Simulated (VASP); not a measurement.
Here is a VASP 6.6.1 calculation.

Contents of POSCAR:

```
Al
1.0
   -2.8221979689      0.0000000000      0.0000000000
   -1.4110989845     -2.4440951356      0.0000000000
    0.0000000000      0.0000000000     19.0241186883
Al
8
Direct
    1.0000000000      1.0000000000      0.7911455285
    1.0000000000      1.0000000000      0.3042867417
    0.3333333333      0.3333333333      0.9128602252
    0.3333333333      0.3333333333      0.4260014384
    1.0000000000      1.0000000000      0.0608573483
    1.0000000000      1.0000000000      0.5477161351
    0.6666666667      0.6666666667      0.1825720450
    0.6666666667      0.6666666667      0.6694308318
```

File INCAR.step1:

```
ALGO = Normal
EDIFF = 1E-4
ENCUT = 520
GGA = PE
ISMEAR = 0
LASPH = T
LCHARG = F
LREAL = F
LWAVE = T
NBANDS = 22
NELM = 60
PREC = Accurate
SIGMA = 0.15
```

INCAR.step2

```
ALGO = Normal
EDIFF = 1E-7
ENCUT = 520
ISIF = 2
ISMEAR = 0
ISTART = 1
LASPH = T
LCHARG = F
LMIXTAU = T
LREAL = F
LWAVE = F
METAGGA = R2SCAN
NBANDS = 22
NELM = 60
PREC = Accurate
SIGMA = 0.15
```

KPOINTS

```
k-points
0
Gamma
  19 19 3
```

Potentials or basis: VASP PAW PBE potentials, release 64 (Al).

Command:

```bash
$ cat potpaw_PBE.64/Al/POTCAR > POTCAR
$ cp INCAR.step1 INCAR
$ mpirun -np 1 vasp_std > vasp.out
$ cp INCAR.step2 INCAR
$ mpirun -np 1 vasp_std > vasp.out
```

(1) What does it give for the pressure?

(2) What does it give for the band gap on the k mesh?

(3) What does it give for the largest force?

Results:

(1) -1.5 GPa.

(2) zero (bands 12 and 13 overlap by 5.09 eV).

(3) 0.607 eV/Å.

Caveat: the cell differs from its parent crystal (the distance across one plane changed); the PAW data sets were made with another functional, which shifts forces and pressure a little.
